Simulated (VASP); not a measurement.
Write the native input for VASP 6.6.1 that does the following.

```
Task                   : single point
Functional             : PBE
Potentials or basis    : VASP PAW PBE potentials, release 64 (La, Lu, F)
Cutoff                 : 520 eV
k mesh                 : 6 × 6 × 1
Occupations            : gaussian, width 0.2 eV
Spin                   : no spin polarisation
Dipole correction      : no
Further INCAR settings : ALGO = Normal; EDIFF = 1e-07; NBANDS = 66
```

The structure of La5Lu2F lies in POSCAR:

```
La5Lu2F
1.0
    3.6841447405      0.0000000000      0.0000000000
   -1.8420723702      3.1905629365      0.0000000000
    0.0000000000      0.0000000000     20.9179911507
La Lu F
5 2 1
Direct
    0.0000000000      0.0000000000      0.2264537660
    0.6666666667      0.3333333333      0.9189041884
    0.3333333333      0.6666666667      0.0810958116
    1.0000000000      1.0000000000      0.7735462340
    0.0000000000      0.0000000000      0.5000000000
    0.6666666667      0.3333333333      0.3632308756
    0.3333333333      0.6666666667      0.6367691244
    0.0000000000      0.0000000000      1.0000000000
```

These files were run (other wordings do the same):

INCAR

```
SYSTEM = La5Lu2F
  PREC = Accurate
  ENCUT = 520
  EDIFF = 1E-7
  ISMEAR = 0
  SIGMA = 0.2
  LREAL = .FALSE.
  LASPH = .TRUE.
  NELM = 80
  ALGO = Normal
  ISIF = 2
  LWAVE = .FALSE.
  LCHARG = .FALSE.
  GGA = PE
  NBANDS = 66
```

KPOINTS

```
Automatic mesh
0
G
  6 6 1
  0 0 0
```

Potentials or basis: VASP PAW PBE potentials, release 64 (La, Lu, F).

Run with:

```sh
$ cat potpaw_PBE.64/La/POTCAR potpaw_PBE.64/Lu/POTCAR potpaw_PBE.64/F/POTCAR > POTCAR
$ mpirun -np 1 vasp_std > vasp.out
```

Results of the run:

```json
{
  "Pressure": "0.3 GPa",
  "Largest force": "0.065 eV/Å",
  "Band gap on the k mesh": "zero (bands 56 and 57 overlap by 0.86 eV)"
}
```

Caveat: spin-orbit coupling is left out, which moves the levels of the heavy elements.

It took 9.1 min on 1 thread of AMD EPYC 7R43 64-Core Processor (Zen 3), with other jobs on the host, peak memory 0.36 GiB.
